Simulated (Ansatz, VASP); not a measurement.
Two plane-wave programs on Sn2PW3

```
CELL_PARAMETERS angstrom
5.36453 0.00000 0.00000
-2.68227 4.64582 0.00000
0.00000 0.00000 4.90653
ATOMIC_POSITIONS crystal
Sn 0.33333 0.66667 0.50000
Sn 0.66667 0.33333 0.50000
P 0.00000 0.00000 0.00000
W 0.50000 0.00000 0.00000
W 0.00000 0.50000 0.00000
W 0.50000 0.50000 0.00000
```

Alike in both runs: functional PBE; k mesh 12 × 12 × 8; occupations gaussian, width 0.1 eV; no spin polarisation.

Ansatz relaxed the structure, and its values are those at the end. VASP's run is a single point on that final structure, the one shown.

|  | VASP | Ansatz |
| --- | --- | --- |
| version | VASP 6.6.1 | Ansatz 0.2.0 |
| potentials or method | VASP PAW PBE potentials, release 64 (Sn_d, P, W_sv), cutoff 520 eV | scalar-relativistic, plane waves, PAW |
| valence electrons in the cell | 75 | 75 |

Ansatz gave:

| Property | Result |
| --- | --- |
| gap on the k mesh at the Fermi level (eV) | none |
| pressure (GPa) | 0.0 |

Question: Estimate VASP's values.

Answer: gap on the k mesh at the Fermi level (eV): none; pressure (GPa): 0.2.

A gap of «none» marks a metal or a gap that the smearing closes. The functional is the same, so the differences come from potentials, cutoffs and numerics.

Neither program's run includes spin-orbit coupling.
